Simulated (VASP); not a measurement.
Here is a VASP 6.6.1 calculation.

The input INCAR:

```
PREC     = Accurate       # precision mode
ENCUT    = 520            # plane-wave cutoff, eV
EDIFF    = 1E-6           # SCF threshold, eV
ISMEAR   = 0              # smearing method
SIGMA    = 0.05           # smearing width, eV
LREAL    = False          # projectors in reciprocal space
LASPH    = True           # aspherical terms in the spheres
NELM     = 100            # most SCF steps
ALGO     = Normal         # electronic algorithm
ISIF     = 2              # what is computed and relaxed
LWAVE    = False          # write WAVECAR
LCHARG   = False          # write CHGCAR
GGA      = PE             # functional
NBANDS   = 27             # bands
```

Contents of KPOINTS:

```
Automatic mesh
0
Gamma
  8 8 8
```

POSCAR

```
KTaO3
1.0
    3.7431111446      0.0000000000      0.0000000000
    0.0000000000      3.9310716720      0.0000000000
    0.0000000000      0.0000000000      4.0248506931
K Ta O
1 1 3
Direct
    0.5000000000      0.5000000000      0.5000000000
    0.0000000000      0.0000000000      0.0000000000
    0.5000000000      0.0000000000      0.0000000000
    0.0000000000      0.5000000000      0.0000000000
    0.0000000000      0.0000000000      0.5000000000
```

Potentials or basis: VASP PAW PBE potentials, release 64 (K_sv, Ta_pv, O).

The run is started by

```console
$ cat potpaw_PBE.64/K_sv/POTCAR potpaw_PBE.64/Ta_pv/POTCAR potpaw_PBE.64/O/POTCAR > POTCAR
$ mpirun -np 1 vasp_std > vasp.out
```

Q: Predict the band gap on the k mesh.

A: 2.20 eV, indirect (least direct gap 2.71 eV).

Q: Estimate the pressure.

A: 25.3 GPa.

Stress tensor (GPa, compression positive):
```
47.32  0.00  0.00
 0.00 19.38  0.00
 0.00  0.00  9.11
```

Caveat: the cell differs from its parent crystal (normal strain along x -0.0700, normal strain along y -0.0233); spin-orbit coupling is left out, which moves the levels of the heavy elements. A k mesh can miss the band edges.
